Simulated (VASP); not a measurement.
# AlRu (I4/mmm) in VASP: single point with PBEsol

Aim: the single point of AlRu with PBEsol.

All numbers are computed with VASP 6.6.1; they aren't measurements. Logs are shortened: lines on timing, memory, paths and dates and some standing lists are left out, and cuts for length are marked.

**1. The cell of the first run**

It takes space group I4/mmm (No. 139, tetragonal). Conventional cell: a = 4.209 Å, b = 4.209 Å, c = 5.953 Å, α = 90.00°, β = 90.00°, γ = 90.00°. Within 3.3 Å of Al (site symmetry 4mm) lie 8 Ru at 2.54 to 2.62 Å and 6 Al at 2.83 to 3.13 Å. Within 3.3 Å of Ru (site symmetry mmm) lie 8 Al at 2.54 to 2.62 Å and 6 Ru at 2.98 Å.

**2. Single point, PBEsol (atoms displaced along a vibrational mode)**

Contents of INCAR:

```
PREC = Accurate
ENCUT = 520
EDIFF = 1E-6
ISMEAR = 0
SIGMA = 0.15
LREAL = False
LASPH = True
NELM = 100
ALGO = Fast
ISIF = 2
LWAVE = False
LCHARG = False
GGA = PS
NBANDS = 25
```

Contents of KPOINTS:

```
regular mesh
0
Gamma
  18 18 18
```

Contents of POSCAR:

```
AlRu
1.0
   -2.9764078218      0.0000000000     -2.9764078218
    0.0000000000     -2.9764078218     -2.9764078218
   -2.9764078218     -2.9764078218      0.0000000000
Al Ru
2 2
Direct
   -0.0125990799      0.0125990799      0.0125990799
    0.5125990799      0.4874009201      0.4874009201
    0.2500000000      0.2500000000      0.2500000000
    0.7500000000      0.7500000000      0.7500000000
```

Potentials or basis: VASP PAW PBE potentials, release 64 (Al, Ru_pv).

Launch:

```console
cat potpaw_PBE.64/Al/POTCAR potpaw_PBE.64/Ru_pv/POTCAR > POTCAR
mpirun -np 1 vasp_std > vasp.out
```

OUTCAR:

```text
PREC = Accurate
   ENCUT = 520
   EDIFF = 1E-6
   ISMEAR = 0
   LREAL = False
   LASPH = True
   NELM = 100
   ISIF = 2
   GGA = PS

 ion  position               nearest neighbor table
   1  0.987  0.013  0.013-   4 2.54   4 2.54   3 2.54   3 2.54   4 2.62   3 2.62   3 2.62   4 2.62
                             2 2.83   2 2.98   2 2.98   2 2.98   2 2.98   2 3.13
   2  0.513  0.487  0.487-   3 2.54   3 2.54   4 2.54   4 2.54   4 2.62   3 2.62   3 2.62   4 2.62
                             1 2.83   1 2.98   1 2.98   1 2.98   1 2.98   1 3.13
   3  0.250  0.250  0.250-   1 2.54   1 2.54   2 2.54   2 2.54   1 2.62   2 2.62   2 2.62   1 2.62
                             4 2.98   4 2.98   4 2.98   4 2.98   4 2.98   4 2.98
   4  0.750  0.750  0.750-   2 2.54   2 2.54   1 2.54   1 2.54   2 2.62   2 2.62   1 2.62   1 2.62
                             3 2.98   3 2.98   3 2.98   3 2.98   3 2.98   3 2.98

  LATTYP: Found a face centered cubic cell.
 ALAT       =     5.9528156436

  Lattice vectors:

 A1 = (  -2.9764078218,   0.0000000000,  -2.9764078218)
 A2 = (   0.0000000000,  -2.9764078218,  -2.9764078218)
 A3 = (  -2.9764078218,  -2.9764078218,   0.0000000000)

Analysis of symmetry for initial positions (statically):
=====================================================================
 Subroutine PRICEL returns:
 Original cell was already a primitive cell.

 Routine SETGRP: Setting up the symmetry group for a
 face centered cubic supercell.

 Subroutine GETGRP returns: Found 16 space group operations
 (whereof  8 operations were pure point group operations)
 out of a pool of 48 trial point group operations.

The static configuration has the point symmetry C_4v.
 The point group associated with its full space group is D_4h.

Analysis of symmetry for dynamics (positions and initial velocities):
=====================================================================
 Subroutine PRICEL returns:
 Original cell was already a primitive cell.

 Routine SETGRP: Setting up the symmetry group for a
 face centered cubic supercell.

 Subroutine GETGRP returns: Found 16 space group operations
 (whereof  8 operations were pure point group operations)
 out of a pool of 48 trial point group operations.

The dynamic configuration has the point symmetry C_4v.
 The point group associated with its full space group is D_4h.

 Subroutine INISYM returns: Found 16 space group operations
 (whereof  8 operations are pure point group operations),
 and found     1 'primitive' translations

----------------------------------------------------------------------------------------

[... 95 lines left out ...]
   NELM   =    100;   NELMIN=  2; NELMDL= -5     # of ELM steps
   EDIFF  = 0.1E-05   stopping-criterion for ELM
   LREAL  =      F    real-space projection
   EDIFFG = 0.1E-04   stopping-criterion for IOM
   NSW    =      0    number of steps for IOM
   IBRION =     -1    ionic relax: 0-MD 1-quasi-New 2-CG
   NFREE  =      0    steps in history (QN), initial steepest desc. (CG)
   ISIF   =      2    stress and relaxation
   ISYM   =      2    0-nonsym 1-usesym 2-fastsym
   POTIM  = 0.5000    time-step for ionic-motion
   TEBEG  =    0.0;   TEEND  =   0.0 temperature during run
   PSTRESS=    0.0 pullay stress
   NELECT =      34.0000    total number of electrons
   NUPDOWN=      -1.0000    fix difference up-down
   EMIN   =  10.00;   EMAX   =-10.00  energy-range for DOS
   EFERMI =   0.00;   METHOD = LEGACY
   ISMEAR =     0;   SIGMA  =   0.15  broadening in eV -4-tet -1-fermi 0-gaus
   EFERMI_NEDOS =   21; number of points for ismear=-14 and -15
   IALGO  =     68    algorithm
   IMIX   =      4    mixing-type and parameters
     AMIX     =   0.40;   BMIX     =  1.00
     AMIX_MAG =   1.60;   BMIX_MAG =  1.00
  volume/ion in A,a.u.               =      13.18        88.97
  Fermi-wavevector in a.u.,A,eV,Ry     =   1.414269  2.672581 27.213787  2.000157
  Thomas-Fermi vector in A             =   2.535829
   LORBIT       =      0    0 simple, 1 ext, 2 COOP (PROOUT), +10 PAW based schemes
   GGA     = PS    functional components
   LHFCALC =     F    Hartree Fock is set to
   AEXX    =    0.0000 exact exchange contribution
   IVDW    =     0    specifies the selected vdW correction
   LEPSILON=     F    determine dielectric tensor
   LRPA    =     F    only Hartree local field effects (RPA)
 non-spin polarized calculation
 RMM-DIIS sequential band-by-band and
 Gauss-broadening in eV      SIGMA  =   0.15
  energy-cutoff  :      520.00
  volume of cell :       52.74
 maximum number of plane-waves:      1435
   NGX = 15   NGY = 15   NGZ = 15

 number of electron      33.9999999 magnetization

 Free energy of the ion-electron system (eV)
  ---------------------------------------------------
  ext. energy  EPLUGINS =         0.00000000
  ---------------------------------------------------
  free energy    TOTEN  =       -30.98993997 eV

  energy without entropy =      -30.95467177  energy(sigma->0) =      -30.97230587

 E-fermi :  10.8144     XC(G=0): -12.7639

 val. band max:       10.8122756187   @ k =   0.3889   0.1667   0.0000
 cond. band min:      10.8160893100   @ k =  -0.1111   0.1111   0.0000
 fundamental gap:      0.0038136913
 Fermi energy:        10.8144302544

 k-point     1 :       0.0000    0.0000    0.0000
  band No.  band energies     occupation
      1     -31.0821      2.00000
      2     -31.0821      2.00000
      3     -31.0770      2.00000
      4     -30.9070      2.00000
      5     -30.9052      2.00000
      6     -30.9052      2.00000
[... 661 lines left out ...]
     24      17.4765      0.00000
     25      20.5748      0.00000

 [... further k-points ...]
[... 5 lines left out ...]
  --------------------------------------------------------------------------------------
  -------------------------------------------------------------------------------------
  Total        0.1841887      0.2363612      0.1841887     -0.0000000      0.0000000      0.0000000
  in kB        5.5958524      7.1809110      5.5958524     -0.0000000      0.0000000      0.0000000
  external PRESSURE =       6.1242052 kB  Pullay stress =       0.0000000 kB

 VOLUME and BASIS-vectors are now :
 -----------------------------------------------------------------------------
  energy-cutoff  :      520.00
  volume of cell :       52.74
      direct lattice vectors                 reciprocal lattice vectors
    -2.976407822  0.000000000 -2.976407822    -0.167987732  0.167987732 -0.167987732
     0.000000000 -2.976407822 -2.976407822     0.167987732 -0.167987732 -0.167987732
    -2.976407822 -2.976407822  0.000000000    -0.167987732 -0.167987732  0.167987732

 POSITION                                       TOTAL-FORCE (eV/Angst)
 -----------------------------------------------------------------------------------
     -2.97641     -0.07500     -2.97641        -0.000000      0.898584      0.000000
     -2.97641     -2.90141     -2.97641        -0.000000     -0.898584      0.000000
     -1.48820     -1.48820     -1.48820         0.000000     -0.000000     -0.000000
     -4.46461     -4.46461     -4.46461        -0.000000     -0.000000      0.000000
 -----------------------------------------------------------------------------------
    total drift:                               -0.000000      0.000000     -0.000000

  FREE ENERGIE OF THE ION-ELECTRON SYSTEM (eV)
  ---------------------------------------------------
  free  energy   TOTEN  =       -30.9899399651 eV

  energy  without entropy=      -30.9546717747  energy(sigma->0) =      -30.97230587
```

stdout:

```text
POSCAR found type information on POSCAR AlRu
 POSCAR found :  2 types and       4 ions
 scaLAPACK will be used
 -----------------------------------------------------------------------------
|                                                                             |
|                                                                             |
|     You enforced a specific xc type in the INCAR file but a different       |
|     I HOPE YOU KNOW WHAT YOU ARE DOING!                                     |
|                                                                             |
 -----------------------------------------------------------------------------

 LDA part: xc-table for (Slater+PW92), standard interpolation
 POSCAR, INCAR and KPOINTS ok, starting setup
 FFT: planning ... GRIDC
 FFT: planning ... GRID_SOFT
 FFT: planning ... GRID
 WAVECAR not read
 entering main loop
```

Wall time 3.6 min (1 thread of Intel Xeon 6975P-C (Granite Rapids), shared host); peak memory 0.59 GiB.

What came out:

* Free energy: -30.9899 eV
* Pressure: 0.6 GPa
* Largest force: 0.899 eV/Å
* Band gap on the k mesh: zero (bands 17 and 18 overlap by 2.83 eV)

Forces in eV/Å, atoms in the order of the input:
```
Al   0.000  0.899  0.000
Al   0.000 -0.899  0.000
Ru   0.000  0.000  0.000
Ru   0.000  0.000  0.000
```

Levels at points of the mesh, in eV from the Fermi level:
```
           k point  band 14  band 15  band 16  band 17  band 18  band 19  band 20  band 21
(0.00, 0.00, 0.00)     0.19     0.19     1.65     1.66     2.69     4.07     4.07     4.15
(0.50, 0.00, 0.00)    -1.39    -1.36    -1.31    -1.31    -1.18     5.31     5.35     5.57
(0.50, 0.50, 0.00)    -1.38    -1.37    -1.20    -1.20     0.45     1.56     2.34     5.38
(0.00, 0.50, 0.50)    -1.38    -1.38    -1.18    -1.18     0.44     1.56     2.34     5.37
```

Caveat: the cell differs from its parent crystal (atoms displaced along a vibrational mode); the PAW data sets were made with another functional, which shifts forces and pressure a little.
